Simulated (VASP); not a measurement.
The system is Ga.

```
Ga
1.0
    -1.69835    1.69835    1.69835
     1.69835   -1.69835    1.69835
     1.69835    1.69835   -1.69835
Ga
1
Direct
  0.00000 0.00000 0.00000
```

```yaml
Program: VASP 6.6.1
Task: relaxation of cell and atoms
Functional: BLYP
Potentials_or_basis: VASP PAW PBE potentials, release 64 (Ga_d)
Cutoff: 600 eV
k_mesh: 13 × 13 × 13
Occupations: fermi-dirac, width 0.1 eV
Spin: no spin polarisation
```

At the start: pressure 4.2 GPa; volume 19.59 Å³/atom.

Where does the relaxation end?

Over 4 steps the energy falls by 27.9 meV/atom and the volume is 21.94 Å³/atom (+11.9 %); space group Im-3m (No. 229, to 0.05 Å).

Step by step:
```tsv
step	energy change (eV)	largest force (eV/Å)	pressure (GPa)	volume (Å³)
1	0.0000	0.0000	4.23	19.59
2	-0.0249	0.0000	1.24	21.10
3	-0.0278	0.0000	-0.08	21.99
4	-0.0279	0.0000	0.01	21.94
```

Final structure:
```
CELL_PARAMETERS angstrom
-1.76347 1.76347 1.76347
1.76347 -1.76347 1.76347
1.76347 1.76347 -1.76347
ATOMIC_POSITIONS crystal
Ga 0.00000 0.00000 0.00000
```

Caveat: the PAW data sets were made with another functional, which shifts forces and pressure a little.
